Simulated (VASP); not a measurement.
The system is C.

```
CELL_PARAMETERS angstrom
0.00000 1.49001 1.49001
1.49001 0.00000 1.49001
1.49001 1.49001 0.00000
ATOMIC_POSITIONS crystal
C 0.00000 0.00000 0.00000
```

* Program: VASP 6.6.1
* Task: relaxation of cell and atoms
* Functional: BLYP
* Potentials or basis: VASP PAW PBE potentials, release 64 (C)
* Cutoff: 600 eV
* k mesh: 18 × 18 × 18
* Occupations: fermi-dirac, width 0.1 eV
* Spin: no spin polarisation

At the start: pressure 38.2 GPa; volume 6.62 Å³/atom.

Question: Where does the relaxation end?

Answer: Over 3 steps the energy falls by 161.7 meV/atom and the volume is 8.22 Å³/atom (+24.2 %); space group Fm-3m (No. 225, to 0.05 Å).

Step by step:
| step | energy change (eV) | largest force (eV/Å) | pressure (GPa) | volume (Å³) |
| --- | --- | --- | --- | --- |
| 1 | 0.0000 | 0.0000 | 38.17 | 6.62 |
| 2 | -0.1617 | 0.0000 | -0.34 | 8.24 |
| 3 | -0.1617 | 0.0000 | 0.03 | 8.22 |

Final structure:
```
CELL_PARAMETERS angstrom
0.00000 1.60163 1.60163
1.60163 0.00000 1.60163
1.60163 1.60163 0.00000
ATOMIC_POSITIONS crystal
C 0.00000 0.00000 0.00000
```

Caveat: the volume moved by over 15 % at a fixed basis, so the end points are rough; the PAW data sets were made with another functional, which shifts forces and pressure a little.
